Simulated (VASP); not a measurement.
# Ba (P6_3/mmc) in VASP: further runs, part 2 of 3

VASP 6.6.1.

### 3 Single point, BLYP (volume scaled by 0.88)

INCAR

```
SYSTEM = Ba
PREC = Accurate ; ENCUT = 520
EDIFF = 1E-6 ; ISMEAR = -1
SIGMA = 0.1 ; LREAL = .False.
LASPH = .True. ; NELM = 100
ALGO = Normal ; ISIF = 2
LWAVE = .False. ; LCHARG = .False.
GGA = B5 ; ALDAX = 1.0
AGGAX = 1.0 ; AGGAC = 1.0
ALDAC = 0.0 ; NBANDS = 17
```

KPOINTS

```
Automatic mesh
0
Gamma
  9 9 5
  0 0 0
```

POSCAR

```
Ba
1.0
    4.3626003198      0.0000000000      0.0000000000
   -2.1813001599      3.7781227035      0.0000000000
    0.0000000000      0.0000000000      7.1386336315
Ba
2
Direct
    0.3333333333      0.6666666667      0.2500000000
    0.6666666667      0.3333333333      0.7500000000
```

Potentials or basis: VASP PAW PBE potentials, release 64 (Ba_sv).

Started as:

```bash
$ cat potpaw_PBE.64/Ba_sv/POTCAR > POTCAR
$ mpirun -np 1 vasp_std > vasp.out
```

OUTCAR:

```text
SYSTEM = Ba
   PREC = Accurate
   ENCUT = 520
   EDIFF = 1E-6
   ISMEAR = -1
   LREAL = .False.
   LASPH = .True.
   NELM = 100
   ISIF = 2
   GGA = B5

 ion  position               nearest neighbor table
   1  0.333  0.667  0.250-   2 4.37   2 4.37   2 4.37   2 4.37   2 4.37   2 4.37
   2  0.667  0.333  0.750-   1 4.37   1 4.37   1 4.37   1 4.37   1 4.37   1 4.37

  LATTYP: Found a hexagonal cell.
 ALAT       =     4.3626003198
 C/A-ratio  =     1.6363253812

  Lattice vectors:

 A1 = (   4.3626003198,   0.0000000000,   0.0000000000)
 A2 = (  -2.1813001599,   3.7781227035,   0.0000000000)
 A3 = (   0.0000000000,   0.0000000000,   7.1386336315)

Analysis of symmetry for initial positions (statically):
=====================================================================
 Subroutine PRICEL returns:
 Original cell was already a primitive cell.

 Routine SETGRP: Setting up the symmetry group for a
 hexagonal supercell.

 Subroutine GETGRP returns: Found 24 space group operations
 (whereof 12 operations were pure point group operations)
 out of a pool of 24 trial point group operations.

The static configuration has the point symmetry D_3d.
 The point group associated with its full space group is D_6h.

Analysis of symmetry for dynamics (positions and initial velocities):
=====================================================================
 Subroutine PRICEL returns:
 Original cell was already a primitive cell.

 Routine SETGRP: Setting up the symmetry group for a
 hexagonal supercell.

 Subroutine GETGRP returns: Found 24 space group operations
 (whereof 12 operations were pure point group operations)
 out of a pool of 24 trial point group operations.

The dynamic configuration has the point symmetry D_3d.
 The point group associated with its full space group is D_6h.

 Subroutine INISYM returns: Found 24 space group operations
 (whereof 12 operations are pure point group operations),
 and found     1 'primitive' translations

----------------------------------------------------------------------------------------

                                     Primitive cell

  volume of cell :     117.6621

  direct lattice vectors                    reciprocal lattice vectors
     4.362600320  0.000000000  0.000000000     0.229221090  0.132340858  0.000000000
    -2.181300160  3.778122703  0.000000000     0.000000000  0.264681716  0.000000000
     0.000000000  0.000000000  7.138633632     0.000000000  0.000000000  0.140082830

  length of vectors
     4.362600320  4.362600320  7.138633632     0.264681716  0.264681716  0.140082830

  position of ions in fractional coordinates (direct lattice)
     0.333333333  0.666666667  0.250000000
     0.666666667  0.333333333  0.750000000

  ion indices of the primitive-cell ions
   primitive index   ion index
                 1           1
                 2           2

----------------------------------------------------------------------------------------

 KPOINTS: Automatic mesh

Automatic generation of k-mesh.
 Grid dimensions read from file:
 generate k-points for:    9    9    5

 Generating k-lattice:

  Cartesian coordinates                     Fractional coordinates (reciprocal lattice)
     0.025469010  0.014704540  0.000000000     0.111111111  0.000000000  0.000000000
     0.000000000  0.029409080  0.000000000     0.000000000  0.111111111  0.000000000
     0.000000000  0.000000000  0.028016566     0.000000000  0.000000000  0.200000000

  Length of vectors
     0.029409080  0.029409080  0.028016566

  Shift w.r.t. Gamma in fractional coordinates (k-lattice)
     0.000000000  0.000000000  0.000000000

 Subroutine IBZKPT returns following result:
 ===========================================

 Found     36 irreducible k-points:

 Following reciprocal coordinates:
            Coordinates               Weight
  0.000000  0.000000  0.000000      1.000000
  0.111111 -0.000000  0.000000      6.000000
  0.222222 -0.000000  0.000000      6.000000
  0.333333 -0.000000  0.000000      6.000000
  0.444444 -0.000000  0.000000      6.000000
  0.111111  0.111111  0.000000      6.000000
[... 16 lines left out ...]
  0.333333  0.222222  0.200000     24.000000
  0.333333  0.333333  0.200000      4.000000
 [... further k-points ...]
   k-points           NKPTS =     36   k-points in BZ     NKDIM =     36   number of bands    NBANDS=     17
   number of dos      NEDOS =    301   number of ions     NIONS =      2
   total plane-waves  NPLWV =  55296
   dimension x,y,z NGX =    32 NGY =   32 NGZ =   54
   dimension x,y,z NGXF=    64 NGYF=   64 NGZF=  108
   ions per type =               2
   NGX,Y,Z   is equivalent  to a cutoff of  12.19, 12.19, 12.58 a.u.
   NGXF,Y,Z  is equivalent  to a cutoff of  24.39, 24.39, 25.15 a.u.
 SYSTEM =  Ba
   PREC   = accura    normal or accurate (medium, high low for compatibility)
   ISTART =      0    job   : 0-new  1-cont  2-samecut
   ICHARG =      2    charge: 1-file 2-atom 10-const
   ISPIN  =      1    spin polarized calculation?
   LNONCOLLINEAR =      F non collinear calculations
   LSORBIT =      F    spin-orbit coupling
   LASPH  =      T    aspherical Exc in radial PAW
   ENCUT  =  520.0 eV  38.22 Ry    6.18 a.u.   8.11  8.11 13.27*2*pi/ulx,y,z
   NELM   =    100;   NELMIN=  2; NELMDL= -5     # of ELM steps
   EDIFF  = 0.1E-05   stopping-criterion for ELM
   LREAL  =      F    real-space projection
   EDIFFG = 0.1E-04   stopping-criterion for IOM
   NSW    =      0    number of steps for IOM
   IBRION =     -1    ionic relax: 0-MD 1-quasi-New 2-CG
   NFREE  =      0    steps in history (QN), initial steepest desc. (CG)
   ISIF   =      2    stress and relaxation
   ISYM   =      2    0-nonsym 1-usesym 2-fastsym
   POTIM  = 0.5000    time-step for ionic-motion
   TEBEG  =    0.0;   TEEND  =   0.0 temperature during run
   PSTRESS=    0.0 pullay stress
   NELECT =      20.0000    total number of electrons
   NUPDOWN=      -1.0000    fix difference up-down
   EMIN   =  10.00;   EMAX   =-10.00  energy-range for DOS
   EFERMI =   0.00;   METHOD = LEGACY
   ISMEAR =    -1;   SIGMA  =   0.10  broadening in eV -4-tet -1-fermi 0-gaus
   EFERMI_NEDOS =   21; number of points for ismear=-14 and -15
   IALGO  =     38    algorithm
   IMIX   =      4    mixing-type and parameters
     AMIX     =   0.40;   BMIX     =  1.00
     AMIX_MAG =   1.60;   BMIX_MAG =  1.00
  volume/ion in A,a.u.               =      58.83       397.01
  Fermi-wavevector in a.u.,A,eV,Ry     =   0.906858  1.713713 11.189315  0.822391
  Thomas-Fermi vector in A             =   2.030596
   LORBIT       =      0    0 simple, 1 ext, 2 COOP (PROOUT), +10 PAW based schemes
   GGA     = B5    functional components
   LHFCALC =     F    Hartree Fock is set to
   AEXX    =    0.0000 exact exchange contribution
   IVDW    =     0    specifies the selected vdW correction
   LEPSILON=     F    determine dielectric tensor
   LRPA    =     F    only Hartree local field effects (RPA)
 non-spin polarized calculation
  energy-cutoff  :      520.00
  volume of cell :      117.66
 maximum number of plane-waves:      3189
   NGX = 17   NGY = 17   NGZ = 27

 number of electron      19.9999998 magnetization

 Free energy of the ion-electron system (eV)
  ---------------------------------------------------
  ext. energy  EPLUGINS =         0.00000000
  ---------------------------------------------------
  free energy    TOTEN  =        -2.45989169 eV

  energy without entropy =       -2.35182571  energy(sigma->0) =       -2.40585870

 E-fermi :   2.4004     XC(G=0):  -7.1404

 val. band max:        2.3860186632   @ k =   0.2222   0.2222   0.0000
 cond. band min:       2.4061298214   @ k =   0.3333   0.2222   0.2000
 fundamental gap:      0.0201111582
 Fermi energy:         2.4004147897

 k-point     1 :       0.0000    0.0000    0.0000
  band No.  band energies     occupation
      1     -26.4460      2.00000
      2     -26.3920      2.00000
      3     -11.9812      2.00000
      4     -11.4894      2.00000
      5     -11.4894      2.00000
      6     -11.4155      2.00000
[... 9 lines left out ...]
     16       4.5522      0.00000
     17       5.0919      0.00000

 k-point     2 :       0.1111   -0.0000    0.0000
  band No.  band energies     occupation
      1     -26.4403      2.00000
      2     -26.3892      2.00000
      3     -11.9592      2.00000
      4     -11.5427      2.00000
      5     -11.5058      2.00000
      6     -11.4707      2.00000
[... 9 lines left out ...]
     16       4.7517      0.00000
     17       4.7948      0.00000
[... 421 lines left out ...]
 k-point    24 :       0.3333    0.3333    0.2000
  band No.  band energies     occupation
      1     -26.3780      2.00000
      2     -26.3780      2.00000
      3     -11.8252      2.00000
      4     -11.8121      2.00000
      5     -11.8121      2.00000
      6     -11.6877      2.00000
[... 9 lines left out ...]
     16       5.8955      0.00000
     17       6.4742      0.00000

 [... further k-points ...]
[... 5 lines left out ...]
  --------------------------------------------------------------------------------------
  -------------------------------------------------------------------------------------
  Total        0.9770710      0.9770710      0.9216601      0.0000000      0.0000000      0.0000000
  in kB       13.3045478     13.3045478     12.5500301      0.0000000      0.0000000      0.0000000
  external PRESSURE =      13.0530419 kB  Pullay stress =       0.0000000 kB

 VOLUME and BASIS-vectors are now :
 -----------------------------------------------------------------------------
  energy-cutoff  :      520.00
  volume of cell :      117.66
      direct lattice vectors                 reciprocal lattice vectors
     4.362600320  0.000000000  0.000000000     0.229221090  0.132340858  0.000000000
    -2.181300160  3.778122703  0.000000000     0.000000000  0.264681716  0.000000000
     0.000000000  0.000000000  7.138633632     0.000000000  0.000000000  0.140082830

 POSITION                                       TOTAL-FORCE (eV/Angst)
 -----------------------------------------------------------------------------------
     -0.00000      2.51875      1.78466         0.000000      0.000000      0.000000
      2.18130      1.25937      5.35398        -0.000000     -0.000000      0.000000
 -----------------------------------------------------------------------------------
    total drift:                               -0.000000      0.000000     -0.000000

  FREE ENERGIE OF THE ION-ELECTRON SYSTEM (eV)
  ---------------------------------------------------
  free  energy   TOTEN  =        -2.4598916871 eV

  energy  without entropy=       -2.3518257083  energy(sigma->0) =       -2.40585870
```

OSZICAR:

```text
N       E                     dE             d eps       ncg     rms          rms(c)
DAV:   1     0.147911254314E+03    0.14791E+03   -0.83223E+03  1224   0.964E+02
DAV:   2     0.753200170373E+01   -0.14038E+03   -0.13740E+03  1822   0.202E+02
DAV:   3    -0.210131884231E+01   -0.96333E+01   -0.95791E+01  1613   0.546E+01
DAV:   4    -0.245829069697E+01   -0.35697E+00   -0.35667E+00  1951   0.767E+00
DAV:   5    -0.246088327444E+01   -0.25926E-02   -0.25923E-02  1628   0.697E-01    0.283E+00
DAV:   6    -0.245605439280E+01    0.48289E-02   -0.11168E-02  1584   0.996E-01    0.169E+00
DAV:   7    -0.245868352597E+01   -0.26291E-02   -0.29722E-02  1400   0.167E+00    0.102E-01
DAV:   8    -0.245986050112E+01   -0.11770E-02   -0.24212E-03  1522   0.355E-01    0.389E-02
DAV:   9    -0.245987198716E+01   -0.11486E-04   -0.70657E-05  2071   0.419E-02    0.157E-02
DAV:  10    -0.245989086755E+01   -0.18880E-04   -0.51676E-05  1447   0.526E-02    0.476E-03
DAV:  11    -0.245989168711E+01   -0.81956E-06   -0.47104E-06  1610   0.157E-02
   1 F= -.24598917E+01 E0= -.24058587E+01  d E =-.108066E+00
```

stdout:

```text
POSCAR found type information on POSCAR Ba
 POSCAR found :  1 types and       2 ions
 scaLAPACK will be used
 -----------------------------------------------------------------------------
|                                                                             |
|                                                                             |
|     You enforced a specific xc type in the INCAR file but a different       |
|     I HOPE YOU KNOW WHAT YOU ARE DOING!                                     |
|                                                                             |
 -----------------------------------------------------------------------------

 LDA part: xc-table for (Slater(with rela. corr.)+VWN5), standard interpolation
 POSCAR, INCAR and KPOINTS ok, starting setup
 FFT: planning ... GRIDC
 FFT: planning ... GRID_SOFT
 FFT: planning ... GRID
 WAVECAR not read
 entering main loop
```

Wall time 56 s (1 thread of AMD EPYC 7R43 (Zen 3), shared host); peak memory 0.21 GiB.

What came out:

* Free energy: -2.4599 eV
* Pressure: 1.3 GPa
* Band gap on the k mesh: zero (band 10 reaches 2.61 eV, above the bottom of band 11 at 2.16 eV)

Stress tensor (GPa, compression positive):
```
1.33 0.00 0.00
0.00 1.33 0.00
0.00 0.00 1.26
```

Caveat: the PAW data sets were made with another functional, which shifts forces and pressure a little; spin-orbit coupling is left out, which moves the levels of the heavy elements.

### 4 Single point, BLYP (volume scaled by 0.92)

INCAR

```
SYSTEM = Ba
PREC = Accurate
ENCUT = 520
EDIFF = 1E-6
ISMEAR = -1
SIGMA = 0.1
LREAL = .False.
LASPH = .True.
NELM = 80
ALGO = Normal
ISIF = 2
LWAVE = .False.
LCHARG = .False.
GGA = B5
ALDAX = 1.0
AGGAX = 1.0
AGGAC = 1.0
ALDAC = 0.0
NBANDS = 17
```

KPOINTS is that of step 3.

POSCAR

```
Ba
1.0
    4.4277233585      0.0000000000      0.0000000000
   -2.2138616792      3.8345209094      0.0000000000
    0.0000000000      0.0000000000      7.2451961126
Ba
2
Direct
    0.3333333333      0.6666666667      0.2500000000
    0.6666666667      0.3333333333      0.7500000000
```

Started as:

```bash
$ cat potpaw_PBE.64/Ba_sv/POTCAR > POTCAR
$ mpirun -np 1 vasp_std > vasp.out
```

It took 69 s on 1 thread of AMD EPYC 7R43 (Zen 3), shared host; peak memory 0.23 GiB.

Results (log left out):

| Item | Value |
| --- | --- |
| Free energy | -2.4956 eV |
| Pressure | 0.8 GPa |
| Band gap on the k mesh | zero (band 10 reaches 2.40 eV, above the bottom of band 11 at 2.04 eV) |

Levels at points of the mesh, in eV from the Fermi level:
| k point | band 6 | band 7 | band 8 | band 9 | band 10 | band 11 | band 12 | band 13 | band 14 | band 15 |
| --- | --- | --- | --- | --- | --- | --- | --- | --- | --- | --- |
| (0.00, 0.00, 0.00) | -13.91 | -13.91 | -13.91 | -2.71 | -0.96 | 1.28 | 1.65 | 1.67 | 1.67 | 2.09 |

Caveat: the PAW data sets were made with another functional, which shifts forces and pressure a little; spin-orbit coupling is left out, which moves the levels of the heavy elements.

[end of part 2 of 3]
